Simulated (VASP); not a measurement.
Input of a VASP 6.6.1 run:

The input INCAR:

```
SYSTEM = LiNbO3
PREC = Accurate
ENCUT = 520
EDIFF = 1E-6
ISMEAR = 0
SIGMA = 0.05
LREAL = .False.
LASPH = .True.
NELM = 60
ALGO = Normal
ISIF = 2
LWAVE = .False.
LCHARG = .True.
GGA = PE
LELF = .True.
LVHAR = .True.
NBANDS = 45
```

Contents of KPOINTS:

```
regular mesh
0
Gamma
  6 6 6
  0 0 0
```

Contents of POSCAR:

```
LiNbO3
1.0
    2.6115267350      1.5077656635      4.7517666666
   -2.6115267350      1.5077656635      4.7517666666
    0.0000000000     -3.0155313268      4.7517666667
Li Nb O
2 2 6
Direct
    0.2500000000      0.2500000000      0.2500000000
    0.7500000000      0.7500000000      0.7500000000
    0.0000000000      0.0000000000      0.0000000000
    0.5000000000      0.5000000000      0.5000000000
    0.1303353734      0.3696646266      0.7500000000
    0.7500000000      0.1303353734      0.3696646266
    0.3696646266      0.7500000000      0.1303353734
    0.8696646266      0.6303353734      0.2500000000
    0.2500000000      0.8696646266      0.6303353734
    0.6303353734      0.2500000000      0.8696646266
```

Potentials or basis: VASP PAW PBE potentials, release 64 (Li_sv, Nb_sv, O).

The run is started by

```bash
$ cat potpaw_PBE.64/Li_sv/POTCAR potpaw_PBE.64/Nb_sv/POTCAR potpaw_PBE.64/O/POTCAR > POTCAR
$ mpirun -np 1 vasp_std > vasp.out
```

(1) What does it give for the band gap on the k mesh?

(2) Estimate the largest force.

## Answers

(1) 2.34 eV (least direct gap 2.52 eV).

(2) 0.197 eV/Å.
